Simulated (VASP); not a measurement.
# PbS (P6_3/mmc) in VASP: vibrations by perturbation theory with PBE

Aim: the vibrations by perturbation theory of PbS with PBE.

Everything below comes from runs of VASP 6.6.1. Logs are shortened: lines on timing, memory, paths and dates and some standing lists are left out, and cuts for length are marked.

## Step 1: The cell of the first run

Symmetry: P6_3/mmc, No. 194, hexagonal system. The conventional cell has a = 4.127 Å, b = 4.127 Å, c = 7.357 Å, α = 90.00°, β = 90.00°, γ = 120.00°. Within 4.2 Å of Pb (site symmetry -6m2) lie 6 S at 3.01 Å and 6 Pb at 4.13 Å. Within 4.2 Å of S (site symmetry -3m) lie 6 Pb at 3.01 Å and 8 S at 3.68 to 4.13 Å.

## Step 2: Vibrations by perturbation theory, PBE

INCAR

```
  PREC = Accurate
  ENCUT = 520
  EDIFF = 1E-8
  ISMEAR = 0
  SIGMA = 0.01
  LREAL = F
  LASPH = T
  NELM = 60
  ALGO = Normal
  ISIF = 2
  LWAVE = F
  LCHARG = F
  GGA = PE
  NBANDS = 28
  IBRION = 8
  NSW = 1
  KPAR = 4
```

KPOINTS

```
regular mesh
0
Gamma
  12 12 6
```

POSCAR

```
PbS
1.0
    4.1266729647      0.0000000289      0.0000000000
   -2.0633365074      3.5738036061      0.0000000000
    0.0000000000      0.0000000000      7.3569321771
Pb S
2 2
Direct
    0.6666666667      0.3333333333      0.7500000000
    0.3333333333      0.6666666667      0.2500000000
    0.0000000000      0.0000000000      0.0000000000
    0.0000000000      0.0000000000      0.5000000000
```

Potentials or basis: VASP PAW PBE potentials, release 64 (Pb_d, S).

Launch:

```bash
$ cat potpaw_PBE.64/Pb_d/POTCAR potpaw_PBE.64/S/POTCAR > POTCAR
$ mpirun -np 4 vasp_std > vasp.out
```

OUTCAR:

```text
PREC = Accurate
   ENCUT = 520
   EDIFF = 1E-8
   ISMEAR = 0
   LREAL = F
   LASPH = T
   NELM = 60
   ISIF = 2
   GGA = PE
   IBRION = 8
   NSW = 1

 ion  position               nearest neighbor table
   1  0.667  0.333  0.750-   3 3.01   4 3.01   3 3.01   4 3.01   3 3.01   4 3.01
   2  0.333  0.667  0.250-   3 3.01   4 3.01   3 3.01   4 3.01   3 3.01   4 3.01
   3  0.000  0.000  0.000-   1 3.01   2 3.01   1 3.01   2 3.01   1 3.01   2 3.01
   4  0.000  0.000  0.500-   1 3.01   2 3.01   1 3.01   2 3.01   1 3.01   2 3.01

  LATTYP: Found a hexagonal cell.
 ALAT       =     4.1266729647
 C/A-ratio  =     1.7827756743

  Lattice vectors:

 A1 = (   4.1266729647,   0.0000000289,   0.0000000000)
 A2 = (  -2.0633365074,   3.5738036061,   0.0000000000)
 A3 = (   0.0000000000,   0.0000000000,   7.3569321771)

Analysis of symmetry for initial positions (statically):
=====================================================================
 Subroutine PRICEL returns:
 Original cell was already a primitive cell.

 Routine SETGRP: Setting up the symmetry group for a
 hexagonal supercell.

 Subroutine GETGRP returns: Found 24 space group operations
 (whereof 12 operations were pure point group operations)
 out of a pool of 24 trial point group operations.

The static configuration has the point symmetry D_3d.
 The point group associated with its full space group is D_6h.

Analysis of symmetry for dynamics (positions and initial velocities):
=====================================================================
 Subroutine PRICEL returns:
 Original cell was already a primitive cell.

 Routine SETGRP: Setting up the symmetry group for a
 hexagonal supercell.

 Subroutine GETGRP returns: Found 24 space group operations
 (whereof 12 operations were pure point group operations)
 out of a pool of 24 trial point group operations.

The dynamic configuration has the point symmetry D_3d.
 The point group associated with its full space group is D_6h.

 Subroutine INISYM returns: Found 24 space group operations
 (whereof 12 operations are pure point group operations),
 and found     1 'primitive' translations

----------------------------------------------------------------------------------------

                                     Primitive cell

  volume of cell :     108.4994

  direct lattice vectors                    reciprocal lattice vectors
     4.126672965  0.000000029  0.000000000     0.242325962  0.139906962  0.000000000
    -2.063336507  3.573803606  0.000000000    -0.000000002  0.279813920  0.000000000
     0.000000000  0.000000000  7.356932177     0.000000000  0.000000000  0.135926222

  length of vectors
     4.126672965  4.126672965  7.356932177     0.279813920  0.279813920  0.135926222

  position of ions in fractional coordinates (direct lattice)
     0.666666667  0.333333333  0.750000000
     0.333333333  0.666666667  0.250000000
     0.000000000  0.000000000  0.000000000
     0.000000000  0.000000000  0.500000000

  ion indices of the primitive-cell ions
   primitive index   ion index
                 1           1
[... 119 lines left out ...]
  ---------------------------------------------------
  ext. energy  EPLUGINS =         0.00000000
  ---------------------------------------------------
  free energy    TOTEN  =       -17.20925303 eV

  energy without entropy =      -17.20925303  energy(sigma->0) =      -17.20925303

 E-fermi :   5.2017     XC(G=0):  -9.4959

 val. band max:        5.1242144152   @ k =   0.0000   0.0000   0.0000
 cond. band min:       5.3785334720   @ k =   0.5000  -0.0000   0.0000
 fundamental gap:      0.2543190568
 Fermi energy:         5.2016742654

 k-point     1 :       0.0000    0.0000    0.0000
  band No.  band energies     occupation
      1     -11.5109      2.00000
      2     -11.5109      2.00000
      3     -11.5038      2.00000
      4     -11.5038      2.00000
      5     -11.4696      2.00000
      6     -11.4603      2.00000
[... 733 lines left out ...]
     27      11.3191      0.00000
     28      12.5869      0.00000

 [... further k-points ...]
[... 5 lines left out ...]
  --------------------------------------------------------------------------------------
  -------------------------------------------------------------------------------------
  Total       -0.0430054     -0.0430054     -0.0475748      0.0000000     -0.0000000      0.0000000
  in kB       -0.6350471     -0.6350471     -0.7025218      0.0000000     -0.0000000      0.0000000
  external PRESSURE =      -0.6575387 kB  Pullay stress =       0.0000000 kB

 VOLUME and BASIS-vectors are now :
 -----------------------------------------------------------------------------
  energy-cutoff  :      520.00
  volume of cell :      108.50
      direct lattice vectors                 reciprocal lattice vectors
     4.126672965  0.000000029  0.000000000     0.242325962  0.139906962  0.000000000
    -2.063336507  3.573803606  0.000000000    -0.000000002  0.279813920  0.000000000
     0.000000000  0.000000000  7.356932177     0.000000000  0.000000000  0.135926222

 POSITION                                       TOTAL-FORCE (eV/Angst)
 -----------------------------------------------------------------------------------
      2.06334      1.19127      5.51770         0.000000     -0.000000      0.000000
     -0.00000      2.38254      1.83923        -0.000000      0.000000      0.000000
      0.00000      0.00000      0.00000        -0.000000      0.000000      0.000000
      0.00000      0.00000      3.67847        -0.000000      0.000000      0.000000
 -----------------------------------------------------------------------------------
    total drift:                               -0.000000      0.000000     -0.000000

  FREE ENERGIE OF THE ION-ELECTRON SYSTEM (eV)
  ---------------------------------------------------
  free  energy   TOTEN  =       -17.2092530306 eV

  energy  without entropy=      -17.2092530306  energy(sigma->0) =      -17.20925303

[... ionic steps 2 to 9 ...]

--------------------------------------- Ionic step       10  -------------------------------------------

------------------------ aborting loop because EDIFF is reached ----------------------------------------

[... ionic steps 11 to 11 ...]

--------------------------------------- Ionic step       12  -------------------------------------------

 Free energy of the ion-electron system (eV)
  ---------------------------------------------------
  ---------------------------------------------------
  free energy    TOTEN  =        -0.12333777 eV

  energy without entropy =       -0.12333777

------------------------ aborting loop because EDIFF is reached ----------------------------------------

 INTERNAL STRAIN TENSOR  FOR ION    3  DIRECTION 3   (eV/Angst):
 -----------------------------------------------------------------------------
    -0.01835  0.00000 -0.00000
    -0.00000 -0.01835 -0.00000
    -0.00000  0.00000  0.03505

 INTERNAL STRAIN TENSOR FOR ION    4 for displacements in x,y,z  (eV/Angst):
          X           Y           Z          XY          YZ          ZX
  --------------------------------------------------------------------------------
  x     0.00000     0.00000     0.00000     0.00000     0.00000     0.00000
  y     0.00000     0.00000     0.00000     0.00000     0.00000     0.00000
  z     0.00000     0.00000     0.00000     0.00000     0.00000     0.00000

 SECOND DERIVATIVES (NOT SYMMETRIZED)
 ------------------------------------
               1X          1Y          1Z          2X          2Y          2Z          3X          3Y          3Z          4X          4Y          4Z
  1X    -1.650266    0.000000    0.000000    0.470422   -0.000000    0.000000    0.589922   -0.000000   -0.000000    0.589922   -0.000000    0.000000
  1Y     0.000000   -1.650266    0.000000   -0.000000    0.470422    0.000000   -0.000000    0.589922    0.000000   -0.000000    0.589922   -0.000000
  1Z     0.000000    0.000000   -4.165974    0.000000    0.000000    4.646703    0.000000    0.000000   -0.240365   -0.000000   -0.000000   -0.240365
  2X     0.470422   -0.000000    0.000000   -1.650266    0.000000    0.000000    0.589922   -0.000000   -0.000000    0.589922   -0.000000    0.000000
  2Y    -0.000000    0.470422    0.000000    0.000000   -1.650266    0.000000   -0.000000    0.589922    0.000000   -0.000000    0.589922   -0.000000
  2Z     0.000000    0.000000    4.646703    0.000000    0.000000   -4.165974    0.000000    0.000000   -0.240365   -0.000000   -0.000000   -0.240365
  3X     0.590272   -0.000000    0.000000    0.590272   -0.000000    0.000000   -1.546771    0.000000    0.000000    0.366228   -0.000000    0.000000
  3Y    -0.000000    0.590272    0.000000   -0.000000    0.590272    0.000000    0.000000   -1.546771    0.000000   -0.000000    0.366228    0.000000
  3Z    -0.000000    0.000000   -0.235872   -0.000000    0.000000   -0.235872    0.000000   -0.000000   -3.162372    0.000000   -0.000000    3.634116
  4X     0.590272   -0.000000    0.000000    0.590272   -0.000000    0.000000    0.366228   -0.000000    0.000000   -1.546771    0.000000    0.000000
  4Y    -0.000000    0.590272    0.000000   -0.000000    0.590272    0.000000   -0.000000    0.366228    0.000000    0.000000   -1.546771    0.000000
  4Z     0.000000   -0.000000   -0.235872    0.000000   -0.000000   -0.235872    0.000000    0.000000    3.634116   -0.000000    0.000000   -3.162372

 Eigenvectors and eigenvalues of the dynamical matrix
 ----------------------------------------------------

   1 f  =    7.197317 THz    45.222076 2PiTHz  240.076649 cm-1    29.765697 meV
             X         Y         Z           dx          dy          dz
      2.063336  1.191268  5.517699     0.000000   -0.000000    0.000000
     -0.000000  2.382536  1.839233     0.000000   -0.000000    0.000000
      0.000000  0.000000  0.000000     0.000000   -0.000000    0.707107
      0.000000  0.000000  3.678466    -0.000000    0.000000   -0.707107
[... 71 lines left out ...]
  12 f/i=    2.040249 THz    12.819263 2PiTHz   68.055386 cm-1     8.437789 meV
             X         Y         Z           dx          dy          dz
      2.063336  1.191268  5.517699     0.000000    0.000000    0.260989
     -0.000000  2.382536  1.839233     0.000000    0.000000    0.260989
      0.000000  0.000000  0.000000     0.000000    0.000000   -0.657179
      0.000000  0.000000  3.678466     0.000000    0.000000   -0.657179

--------------------------------------------------------------------------------------------------------

 ELASTIC MODULI CONTR FROM IONIC RELAXATION (kBar)
 Direction    XX          YY          ZZ          XY          YZ          ZX
 --------------------------------------------------------------------------------
 XX          -0.8978      0.8978      0.0000      0.0000      0.0000      0.0000
 YY           0.8978     -0.8978     -0.0000      0.0000     -0.0000     -0.0000
 ZZ           0.0000     -0.0000     -0.0000     -0.0000     -0.0000     -0.0000
 XY           0.0000      0.0000     -0.0000     -0.8978      0.0000      0.0000
 YZ           0.0000     -0.0000     -0.0000      0.0000     -0.0000     -0.0000
 ZX           0.0000     -0.0000     -0.0000      0.0000     -0.0000     -0.0000
 --------------------------------------------------------------------------------
```

Run time: 17 min. Hardware: 4 MPI ranks of Intel Xeon Platinum 8259CL at 2.50GHz (Skylake/Cascade Lake), shared host; peak memory 1.6 GiB.

What came out:

* Highest phonon frequency at Γ, LO-TO splitting left out: 240 cm⁻¹
* Most unstable mode: 68i cm⁻¹

Phonon frequencies in cm⁻¹ (negative: imaginary):
```tsv
q point	frequencies
(0.000, 0.000, 0.000)	-68 0 0 0 53 53 108 108 108 127 127 240
```

Caveat: some modes are imaginary; spin-orbit coupling is left out, which moves the levels of the heavy elements.
